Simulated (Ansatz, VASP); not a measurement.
## Two plane-wave programs on GaN

```xyz
2
Lattice="0.0000 2.2491 2.2491 2.2491 0.0000 2.2491 2.2491 2.2491 0.0000" Properties=species:S:1:pos:R:3 pbc="T T T"
Ga    0.0000    0.0000    0.0000
N     1.1246    1.1246    1.1246
```

Alike in both runs: functional PBEsol; k mesh 10 × 10 × 10; occupations gaussian, width 0.02 eV; no spin polarisation.

Ansatz relaxed the structure, and its values are those at the end. VASP's run is a single point on that final structure, the one shown.

|  | VASP | Ansatz |
| --- | --- | --- |
| version | VASP 6.6.1 | Ansatz 0.2.0 |
| potentials or method | VASP PAW PBE potentials, release 64 (Ga_d, N), cutoff 520 eV | scalar-relativistic, plane waves, PAW |
| valence electrons in the cell | 18 | 18 |

|  | VASP | Ansatz | Ansatz less VASP |
| --- | --- | --- | --- |
| gap on the k mesh at the Fermi level (eV) | 1.72 | 1.70 | -0.019 |
| least direct gap on the mesh (eV) | 1.72 | 1.70 | -0.019 |
| pressure (GPa) | -0.2 | 0.0 | +0.21 |

VASP's potentials were made for PBE, not for PBEsol.
